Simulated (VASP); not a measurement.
Cu, 2 atoms in the cell. The structure is hexagonal, space group P6_3/mmc (No. 194). Conventional cell: a = 2.534 Å, b = 2.534 Å, c = 4.113 Å, α = 90.00°, β = 90.00°, γ = 120.00°. Cu (site symmetry -6m2) has 12 Cu at 2.52 to 2.53 Å within 3.3 Å. This isn't the form of Cu at room conditions, which is fcc.

* Program: VASP 6.6.1
* Task: single point
* Functional: LDA
* Potentials or basis: VASP PAW LDA potentials, release 64 (Cu)
* Cutoff: 520 eV
* k mesh: 15 × 15 × 8
* Occupations: methfessel-paxton, width 0.5 eV
* Spin: no spin polarisation
* Dipole correction: no
* Further INCAR settings: ALGO = Normal; EDIFF = 1e-06; NBANDS = 18

Potentials or basis: VASP PAW LDA potentials, release 64 (Cu).

Launch:

```sh
$ cat potpaw_LDA.64/Cu/POTCAR > POTCAR
$ mpirun -np 1 vasp_std > vasp.out
```

Hardware: 1 thread of AMD EPYC 9R45 96-Core Processor (Zen 5), on a shared host.

Problem. Estimate the wall time of this run.

Solution. It took 15 s on 1 thread of AMD EPYC 9R45 96-Core Processor (Zen 5) (shared host), peak memory 0.13 GiB. Counts: scf iterations 11, k points 135.
